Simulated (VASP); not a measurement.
# Ta2N (P-3m1) in VASP: a series of runs, part 2 of 3

VASP 6.6.1. Earlier steps stand in the parts before.

## (3) Single point, r2SCAN

The input, POSCAR:

```
Ta2N
1.0
    3.0632754709      0.0000000000      0.0000000000
   -1.5316377354      2.6528743766      0.0000000000
    0.0000000000      0.0000000000      4.8940956891
Ta N
2 1
Direct
    0.3333333333      0.6666666667      0.2575713099
    0.6666666667      0.3333333333      0.7424286901
    0.0000000000      0.0000000000      0.0000000000
```

The input, INCAR.step1:

```
SYSTEM = Ta2N
PREC = Accurate ; ENCUT = 520
ISMEAR = -1 ; SIGMA = 0.05
LREAL = .False. ; LASPH = .True.
NELM = 60 ; NBANDS = 20
GGA = PE ; ALGO = Normal
EDIFF = 1E-4 ; LWAVE = .True.
LCHARG = .False.
```

The input, INCAR.step2:

```
SYSTEM = Ta2N
PREC = Accurate ; ENCUT = 520
EDIFF = 1E-6 ; ISMEAR = -1
SIGMA = 0.05 ; LREAL = .False.
LASPH = .True. ; NELM = 60
ALGO = Normal ; ISIF = 2
LWAVE = .False. ; LCHARG = .False.
METAGGA = R2SCAN ; LMIXTAU = .True.
NBANDS = 20 ; ISTART = 1
```

The input, KPOINTS:

```
Automatic mesh
0
Gamma
  10 10 6
  0 0 0
```

Potentials or basis: VASP PAW PBE potentials, release 64 (Ta_pv, N).

The run is started by

```
$ cat potpaw_PBE.64/Ta_pv/POTCAR potpaw_PBE.64/N/POTCAR > POTCAR
$ cp INCAR.step1 INCAR
$ mpirun -np 1 vasp_std > vasp.out
$ cp INCAR.step2 INCAR
$ mpirun -np 1 vasp_std > vasp.out
```

OUTCAR:

```text
SYSTEM = Ta2N
   PREC = Accurate
   ENCUT = 520
   EDIFF = 1E-6
   ISMEAR = -1
   LREAL = .False.
   LASPH = .True.
   NELM = 60
   ISIF = 2
   METAGGA = R2SCAN
   ISTART = 1

 ion  position               nearest neighbor table
   1  0.333  0.667  0.258-   3 2.17   3 2.17   3 2.17   2 2.96   2 2.96   2 2.96   2 3.08   2 3.08
                             2 3.08
   2  0.667  0.333  0.742-   3 2.17   3 2.17   3 2.17   1 2.96   1 2.96   1 2.96   1 3.08   1 3.08
                             1 3.08
   3  0.000  0.000  0.000-   1 2.17   2 2.17   1 2.17   2 2.17   2 2.17   1 2.17

  LATTYP: Found a hexagonal cell.
 ALAT       =     3.0632754709
 C/A-ratio  =     1.5976675084

  Lattice vectors:

 A1 = (   3.0632754709,   0.0000000000,   0.0000000000)
 A2 = (  -1.5316377354,   2.6528743766,   0.0000000000)
 A3 = (   0.0000000000,   0.0000000000,   4.8940956891)

Analysis of symmetry for initial positions (statically):
=====================================================================
 Subroutine PRICEL returns:
 Original cell was already a primitive cell.

 Routine SETGRP: Setting up the symmetry group for a
 hexagonal supercell.

 Subroutine GETGRP returns: Found 12 space group operations
[... 166 lines left out ...]

 E-fermi :   7.7558     XC(G=0): -14.0786

 val. band max:        7.7487086547   @ k =   0.1000   0.0000   0.0000
 cond. band min:       7.8110361170   @ k =   0.2000   0.0000   0.0000
 fundamental gap:      0.0623274623
 Fermi energy:         7.7558429596

 k-point     1 :       0.0000    0.0000    0.0000
  band No.  band energies     occupation
      1     -29.3251      2.00000
      2     -28.4672      2.00000
      3     -28.4672      2.00000
      4     -28.3407      2.00000
      5     -28.3407      2.00000
      6     -28.2725      2.00000
[... 541 lines left out ...]
     19      12.5797      0.00000
     20      13.4357      0.00000

 [... further k-points ...]

------------------------ aborting loop because EDIFF is reached ----------------------------------------

  FORCE on cell =-STRESS in cart. coord.  units (eV):
  Direction    XX          YY          ZZ          XY          YZ          ZX
  --------------------------------------------------------------------------------------
  -------------------------------------------------------------------------------------
  Total        0.7913613      0.7913613      0.7436974      0.0000000      0.0000000     -0.0000000
  in kB       31.8794023     31.8794023     29.9592987      0.0000000      0.0000000     -0.0000000
  external PRESSURE =      31.2393678 kB  Pullay stress =       0.0000000 kB

 VOLUME and BASIS-vectors are now :
 -----------------------------------------------------------------------------
  energy-cutoff  :      520.00
  volume of cell :       39.77
      direct lattice vectors                 reciprocal lattice vectors
     3.063275471  0.000000000  0.000000000     0.326447951  0.188474812  0.000000000
    -1.531637735  2.652874377  0.000000000     0.000000000  0.376949624  0.000000000
     0.000000000  0.000000000  4.894095689     0.000000000  0.000000000  0.204327840

 POSITION                                       TOTAL-FORCE (eV/Angst)
 -----------------------------------------------------------------------------------
     -0.00000      1.76858      1.26058         0.000000     -0.000000      0.077925
      1.53164      0.88429      3.63352         0.000000      0.000000     -0.077925
      0.00000      0.00000      0.00000        -0.000000      0.000000      0.000000
 -----------------------------------------------------------------------------------
    total drift:                               -0.000000      0.000000      0.000000

  FREE ENERGIE OF THE ION-ELECTRON SYSTEM (eV)
  ---------------------------------------------------
  free  energy   TOTEN  =      -109.0316960571 eV

  energy  without entropy=     -109.0216624399  energy(sigma->0) =     -109.02667925
```

OUTCAR.step1:

```text
SYSTEM = Ta2N
   PREC = Accurate
   ENCUT = 520
   ISMEAR = -1
   LREAL = .False.
   LASPH = .True.
   NELM = 60
[... 778 lines left out ...]
     -0.00000      1.76858      1.26058         0.000000     -0.000000     -0.045009
      1.53164      0.88429      3.63352        -0.000000      0.000000      0.045009
      0.00000      0.00000      0.00000         0.000000      0.000000      0.000000
 -----------------------------------------------------------------------------------
    total drift:                               -0.000000      0.000000      0.000000

  FREE ENERGIE OF THE ION-ELECTRON SYSTEM (eV)
  ---------------------------------------------------
  free  energy   TOTEN  =       -34.3645183658 eV

  energy  without entropy=      -34.3535205695  energy(sigma->0) =      -34.35901947
```

OSZICAR.step1:

```text
N       E                     dE             d eps       ncg     rms          rms(c)
DAV:   1     0.210464071951E+03    0.21046E+03   -0.15131E+04  2880   0.139E+03
DAV:   2    -0.282286028551E+02   -0.23869E+03   -0.23260E+03  3264   0.397E+02
DAV:   3    -0.374904670477E+02   -0.92619E+01   -0.90900E+01  3652   0.710E+01
DAV:   4    -0.376059177462E+02   -0.11545E+00   -0.11363E+00  3432   0.759E+00
DAV:   5    -0.376073439947E+02   -0.14262E-02   -0.14244E-02  3628   0.682E-01    0.274E+01
DAV:   6    -0.347336353302E+02    0.28737E+01   -0.15627E+01  3712   0.249E+01    0.130E+01
DAV:   7    -0.344242706872E+02    0.30936E+00   -0.17268E+00  3220   0.857E+00    0.697E+00
DAV:   8    -0.343692304938E+02    0.55040E-01   -0.27746E-01  3340   0.409E+00    0.430E-01
DAV:   9    -0.343649586371E+02    0.42719E-02   -0.30728E-02  3512   0.111E+00    0.255E-01
DAV:  10    -0.343646539138E+02    0.30472E-03   -0.51805E-03  3640   0.561E-01    0.778E-02
DAV:  11    -0.343645504708E+02    0.10344E-03   -0.13422E-03  3376   0.219E-01    0.411E-02
DAV:  12    -0.343645183658E+02    0.32105E-04   -0.17064E-04  2188   0.859E-02
   1 F= -.34364518E+02 E0= -.34359019E+02  d E =-.109978E-01
```

Wall time 3.3 min (1 thread of Intel Xeon 8259CL, shared host); peak memory 0.2 GiB.

What came out:

| Property | Result |
| --- | --- |
| Free energy | -109.0317 eV |
| Pressure | 3.1 GPa |
| Largest force | 0.078 eV/Å |
| Band gap on the k mesh | zero (an odd number of electrons rules out a gap without spin polarisation) |

Forces in eV/Å, atoms in the order of the input:
```
Ta   0.000  0.000  0.078
Ta   0.000  0.000 -0.078
N    0.000  0.000  0.000
```

Stress tensor (GPa, compression positive):
```
3.19 0.00 0.00
0.00 3.19 0.00
0.00 0.00 3.00
```

Caveat: the cell stands under pressure; the PAW data sets were made with another functional, which shifts forces and pressure a little; spin-orbit coupling is left out, which moves the levels of the heavy elements.

## (4) Single point, r2SCAN+D3(BJ)

The input, POSCAR:

```
Ta2N
1.0
    3.0641991312      0.0000000000      0.0000000000
   -1.5320995656      2.6536742898      0.0000000000
    0.0000000000      0.0000000000      4.8958437796
Ta N
2 1
Direct
    0.3333333333      0.6666666667      0.2575658817
    0.6666666667      0.3333333333      0.7424341183
    0.0000000000      0.0000000000      0.0000000000
```

The input, INCAR.step1:

```
ALGO     = Normal         # electronic algorithm
EDIFF    = 1E-4           # SCF threshold, eV
ENCUT    = 520            # plane-wave cutoff, eV
GGA      = PE             # functional
ISMEAR   = -1             # smearing method
LASPH    = True           # aspherical terms in the spheres
LCHARG   = False          # write CHGCAR
LREAL    = False          # projectors in reciprocal space
LWAVE    = True           # write WAVECAR
NBANDS   = 20             # bands
NELM     = 100            # most SCF steps
PREC     = Accurate       # precision mode
SIGMA    = 0.05           # smearing width, eV
```

The input, INCAR.step2:

```
ALGO     = Normal         # electronic algorithm
EDIFF    = 1E-6           # SCF threshold, eV
ENCUT    = 520            # plane-wave cutoff, eV
ISIF     = 2              # what is computed and relaxed
ISMEAR   = -1             # smearing method
ISTART   = 1            
IVDW     = 12             # dispersion correction
LASPH    = True           # aspherical terms in the spheres
LCHARG   = False          # write CHGCAR
LMIXTAU  = True         
LREAL    = False          # projectors in reciprocal space
LWAVE    = False          # write WAVECAR
METAGGA  = R2SCAN         # meta-GGA
NBANDS   = 20             # bands
NELM     = 100            # most SCF steps
PREC     = Accurate       # precision mode
SIGMA    = 0.05           # smearing width, eV
VDW_A1   = 0.49484001   
VDW_A2   = 5.73083694   
VDW_S6   = 1.0          
VDW_S8   = 0.78981345
```

The input, KPOINTS:

```
k-points
0
Gamma
  10 10 6
```

Potentials or basis: VASP PAW PBE potentials, release 64 (Ta_pv, N).

The run is started by

```
$ cat potpaw_PBE.64/Ta_pv/POTCAR potpaw_PBE.64/N/POTCAR > POTCAR
$ cp INCAR.step1 INCAR
$ mpirun -np 1 vasp_std > vasp.out
$ cp INCAR.step2 INCAR
$ mpirun -np 1 vasp_std > vasp.out
```

OUTCAR:

```text
EDIFF = 1E-6
   ENCUT = 520
   ISIF = 2
   ISMEAR = -1
   ISTART = 1
   IVDW = 12
   LASPH = True
   LREAL = False
   METAGGA = R2SCAN
   NELM = 100
   PREC = Accurate
 IVDW          = 12

 ion  position               nearest neighbor table
   1  0.333  0.667  0.258-   3 2.17   3 2.17   3 2.17   2 2.96   2 2.96   2 2.96   2 3.08   2 3.08
                             2 3.08
   2  0.667  0.333  0.742-   3 2.17   3 2.17   3 2.17   1 2.96   1 2.96   1 2.96   1 3.08   1 3.08
                             1 3.08
   3  0.000  0.000  0.000-   1 2.17   2 2.17   1 2.17   2 2.17   2 2.17   1 2.17

  LATTYP: Found a hexagonal cell.
 ALAT       =     3.0641991312
 C/A-ratio  =     1.5977564022

  Lattice vectors:

 A1 = (   3.0641991312,   0.0000000000,   0.0000000000)
 A2 = (  -1.5320995656,   2.6536742898,   0.0000000000)
 A3 = (   0.0000000000,   0.0000000000,   4.8958437796)

Analysis of symmetry for initial positions (statically):
=====================================================================
 Subroutine PRICEL returns:
 Original cell was already a primitive cell.

 Routine SETGRP: Setting up the symmetry group for a
 hexagonal supercell.

 Subroutine GETGRP returns: Found 12 space group operations
 (whereof 12 operations were pure point group operations)
 out of a pool of 24 trial point group operations.

The static configuration has the point symmetry D_3d.

Analysis of symmetry for dynamics (positions and initial velocities):
=====================================================================
 Subroutine PRICEL returns:
 Original cell was already a primitive cell.

 Routine SETGRP: Setting up the symmetry group for a
 hexagonal supercell.

 Subroutine GETGRP returns: Found 12 space group operations
 (whereof 12 operations were pure point group operations)
 out of a pool of 24 trial point group operations.

The dynamic configuration has the point symmetry D_3d.

 Subroutine INISYM returns: Found 12 space group operations
 (whereof 12 operations are pure point group operations),
 and found     1 'primitive' translations

----------------------------------------------------------------------------------------

                                     Primitive cell

  volume of cell :      39.8100

  direct lattice vectors                    reciprocal lattice vectors
     3.064199131  0.000000000  0.000000000     0.326349548  0.188417999  0.000000000
    -1.532099566  2.653674290  0.000000000     0.000000000  0.376835998  0.000000000
     0.000000000  0.000000000  4.895843780     0.000000000  0.000000000  0.204254883

  length of vectors
     3.064199131  3.064199131  4.895843780     0.376835998  0.376835998  0.204254883

  position of ions in fractional coordinates (direct lattice)
     0.333333333  0.666666667  0.257565882
     0.666666667  0.333333333  0.742434118
     0.000000000  0.000000000  0.000000000

  ion indices of the primitive-cell ions
   primitive index   ion index
                 1           1
                 2           2
                 3           3

----------------------------------------------------------------------------------------

 KPOINTS: k-points

Automatic generation of k-mesh.
 Grid dimensions read from file:
 generate k-points for:   10   10    6

 Generating k-lattice:

  Cartesian coordinates                     Fractional coordinates (reciprocal lattice)
     0.032634955  0.018841800  0.000000000     0.100000000  0.000000000  0.000000000
     0.000000000  0.037683600  0.000000000     0.000000000  0.100000000  0.000000000
     0.000000000  0.000000000  0.034042481     0.000000000  0.000000000  0.166666667

  Length of vectors
     0.037683600  0.037683600  0.034042481

  Shift w.r.t. Gamma in fractional coordinates (k-lattice)
     0.000000000  0.000000000  0.000000000

 Subroutine IBZKPT returns following result:
 ===========================================

 Found     72 irreducible k-points:

 Following reciprocal coordinates:
            Coordinates               Weight
  0.000000  0.000000  0.000000      1.000000
  0.100000  0.000000  0.000000      6.000000
  0.200000  0.000000  0.000000      6.000000
  0.300000  0.000000  0.000000      6.000000
  0.400000  0.000000  0.000000      6.000000
  0.500000  0.000000  0.000000      3.000000
[... 16 lines left out ...]
  0.000000  0.400000  0.166667      6.000000
  0.500000  0.000000  0.166667      6.000000
 [... further k-points ...]
   k-points           NKPTS =     72   k-points in BZ     NKDIM =     72   number of bands    NBANDS=     20
   number of dos      NEDOS =    301   number of ions     NIONS =      3
   total plane-waves  NPLWV =  20736
   dimension x,y,z NGX =    24 NGY =   24 NGZ =   36
   dimension x,y,z NGXF=    48 NGYF=   48 NGZF=   72
   ions per type =               2   1
   NGX,Y,Z   is equivalent  to a cutoff of  13.02, 13.02, 12.22 a.u.
   NGXF,Y,Z  is equivalent  to a cutoff of  26.04, 26.04, 24.45 a.u.
 SYSTEM =  unknown system
   PREC   = accura    normal or accurate (medium, high low for compatibility)
   ISTART =      1    job   : 0-new  1-cont  2-samecut
   ICHARG =      0    charge: 1-file 2-atom 10-const
   ISPIN  =      1    spin polarized calculation?
   LNONCOLLINEAR =      F non collinear calculations
   LSORBIT =      F    spin-orbit coupling
   LASPH  =      T    aspherical Exc in radial PAW
   ENCUT  =  520.0 eV  38.22 Ry    6.18 a.u.   5.70  5.70  9.10*2*pi/ulx,y,z
   NELM   =    100;   NELMIN=  2; NELMDL=  0     # of ELM steps
   EDIFF  = 0.1E-05   stopping-criterion for ELM
   LREAL  =      F    real-space projection
   EDIFFG = 0.1E-04   stopping-criterion for IOM
   NSW    =      0    number of steps for IOM
   IBRION =     -1    ionic relax: 0-MD 1-quasi-New 2-CG
   NFREE  =      0    steps in history (QN), initial steepest desc. (CG)
   ISIF   =      2    stress and relaxation
   ISYM   =      2    0-nonsym 1-usesym 2-fastsym
   POTIM  = 0.5000    time-step for ionic-motion
   TEBEG  =    0.0;   TEEND  =   0.0 temperature during run
   PSTRESS=    0.0 pullay stress
   NELECT =      27.0000    total number of electrons
   NUPDOWN=      -1.0000    fix difference up-down
   EMIN   =  10.00;   EMAX   =-10.00  energy-range for DOS
   EFERMI =   0.00;   METHOD = LEGACY
   ISMEAR =    -1;   SIGMA  =   0.05  broadening in eV -4-tet -1-fermi 0-gaus
   EFERMI_NEDOS =   21; number of points for ismear=-14 and -15
   IALGO  =     38    algorithm
   IMIX   =      4    mixing-type and parameters
     AMIX     =   0.40;   BMIX     =  1.00
     AMIX_MAG =   1.60;   BMIX_MAG =  1.00
  volume/ion in A,a.u.               =      13.27        89.55
  Fermi-wavevector in a.u.,A,eV,Ry     =   1.438353  2.718092 28.148525  2.068858
  Thomas-Fermi vector in A             =   2.557329
   LORBIT       =      0    0 simple, 1 ext, 2 COOP (PROOUT), +10 PAW based schemes
   METAGGA = R2SCAN    functional components
   LHFCALC =     F    Hartree Fock is set to
   AEXX    =    0.0000 exact exchange contribution
   IVDW    =    12    specifies the selected vdW correction
   LEPSILON=     F    determine dielectric tensor
   LRPA    =     F    only Hartree local field effects (RPA)
 non-spin polarized calculation
  energy-cutoff  :      520.00
  volume of cell :       39.81
 maximum number of plane-waves:      1092
 NGX is ok and might be reduce to    24
   NGX = 11   NGY = 11   NGZ = 19

 number of electron      26.9999999 magnetization

 Free energy of the ion-electron system (eV)
  ---------------------------------------------------
  ext. energy  EPLUGINS =         0.00000000
  ---------------------------------------------------
  free energy    TOTEN  =      -109.03242623 eV

  energy without entropy =     -109.02238068  energy(sigma->0) =     -109.02740346

 E-fermi :   7.7467     XC(G=0): -14.0728

 val. band max:        7.7397743933   @ k =   0.1000   0.0000   0.0000
 cond. band min:       7.8022648294   @ k =   0.2000   0.0000   0.0000
 fundamental gap:      0.0624904361
 Fermi energy:         7.7467493173

 k-point     1 :       0.0000    0.0000    0.0000
  band No.  band energies     occupation
      1     -29.3339      2.00000
      2     -28.4791      2.00000
      3     -28.4791      2.00000
      4     -28.3531      2.00000
      5     -28.3531      2.00000
      6     -28.2850      2.00000
[... 12 lines left out ...]
     19       8.8923      0.00000
[... 513 lines left out ...]
      4     -28.6859      2.00000
      5     -28.5040      2.00000
      6     -28.4648      2.00000
[... 12 lines left out ...]
     19      12.5635      0.00000
     20      13.4188      0.00000

 [... further k-points ...]

------------------------ aborting loop because EDIFF is reached ----------------------------------------

 Edisp (eV)   -0.74625

 E8    (eV) :    -0.2955

  FORCE on cell =-STRESS in cart. coord.  units (eV):
  Direction    XX          YY          ZZ          XY          YZ          ZX
  --------------------------------------------------------------------------------------
  -------------------------------------------------------------------------------------
  Total      -0.03221    -0.03221    -0.08023     0.00000     0.00000     0.00000
  in kB      -1.29617    -1.29617    -3.22898     0.00000     0.00000     0.00000
  external pressure =       -1.94 kB  Pullay stress =        0.00 kB

 VOLUME and BASIS-vectors are now :
 -----------------------------------------------------------------------------
  energy-cutoff  :      520.00
  volume of cell :       39.81
      direct lattice vectors                 reciprocal lattice vectors
     3.064199131  0.000000000  0.000000000     0.326349548  0.188417999  0.000000000
    -1.532099566  2.653674290  0.000000000     0.000000000  0.376835998  0.000000000
     0.000000000  0.000000000  4.895843780     0.000000000  0.000000000  0.204254883

 POSITION                                       TOTAL-FORCE (eV/Angst)
 -----------------------------------------------------------------------------------
     -0.00000      1.76912      1.26100         0.000000     -0.000000      0.076674
      1.53210      0.88456      3.63484        -0.000000      0.000000     -0.076674
      0.00000      0.00000      0.00000        -0.000000      0.000000      0.000000
 -----------------------------------------------------------------------------------
    total drift:                               -0.000000      0.000000     -0.000000

  FREE ENERGIE OF THE ION-ELECTRON SYSTEM (eV)
  ---------------------------------------------------
  free  energy   TOTEN  =      -109.7786715686 eV

  energy  without entropy=     -109.7686260249  energy(sigma->0) =     -109.77364880
```

Wall time 3.4 min (1 thread of Intel Xeon 8259CL, shared host); peak memory 0.21 GiB.

Results:

| Quantity | Value |
| --- | --- |
| Free energy | -109.7787 eV |
| Pressure | -0.2 GPa |
| Largest force | 0.077 eV/Å |
| Band gap on the k mesh | zero (an odd number of electrons rules out a gap without spin polarisation) |
| Dispersion energy per atom | -0.249 eV |

Forces on the atoms (eV/Å):
```
Ta   0.000  0.000  0.077
Ta   0.000  0.000 -0.077
N    0.000  0.000  0.000
```

Levels at points of the mesh, in eV from the Fermi level:
| k point | band 11 | band 12 | band 13 | band 14 | band 15 | band 16 | band 17 | band 18 |
| --- | --- | --- | --- | --- | --- | --- | --- | --- |
| (0.00, 0.00, 0.00) | -5.48 | -0.86 | -0.25 | -0.25 | 0.07 | 0.53 | 0.53 | 1.15 |
| (0.50, 0.00, 0.00) | -4.91 | -2.95 | -1.55 | 1.53 | 2.18 | 4.18 | 4.23 | 4.47 |
| (0.00, 0.00, 0.50) | -3.38 | -3.02 | -1.06 | -1.06 | 1.74 | 2.42 | 2.50 | 2.50 |
| (0.50, 0.00, 0.50) | -3.55 | -2.49 | -2.30 | -0.64 | 0.72 | 3.78 | 4.01 | 4.37 |

Caveat: three body term missing; the PAW data sets were made with another functional, which shifts forces and pressure a little; spin-orbit coupling is left out, which moves the levels of the heavy elements.

(Continued in part 3 of 3.)
